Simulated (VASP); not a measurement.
Runs of VASP 6.6.1 on Mg2Si. The structure is that of space group Fm-3m (No. 225), or close to it. The cells are those of the table. 

| task | level | cell | k mesh | cutoff (eV) | smearing | gap on the mesh (eV) | pressure (GPa) |
| --- | --- | --- | --- | --- | --- | --- | --- |
| single point | PBEsol | a = 4.474 Å, angles 60.0°, 3 atoms | 10 × 10 × 10 | 600 | gaussian 0.01 eV | 0.11 | -0.1 |
| single point | r2SCAN | a = 4.474 Å, angles 60.0°, 3 atoms | 10 × 10 × 10 | 660 | gaussian 0.01 eV | 0.44 | 0.0 |
| single point | PBEsol | a = 4.519 Å, angles 60.0°, 3 atoms | 6 × 6 × 6 | 600 | gaussian 0.1 eV | (a) | -1.7 |
| relaxation of cell and atoms | PBEsol | relaxed from a = 4.519 Å, angles 60.0°, 3 atoms | 10 × 10 × 10 | 600 | gaussian 0.01 eV | 0.11 | 0.0 |

Alike in all rows: potentials or basis VASP PAW PBE potentials, release 64 (Mg, Si); no spin polarisation.

Task: Fill in the values left out.

Result: (a) 0.14.

Caveats: the PAW data sets were made with another functional, which shifts forces and pressure a little.

A k mesh can miss the band edges.
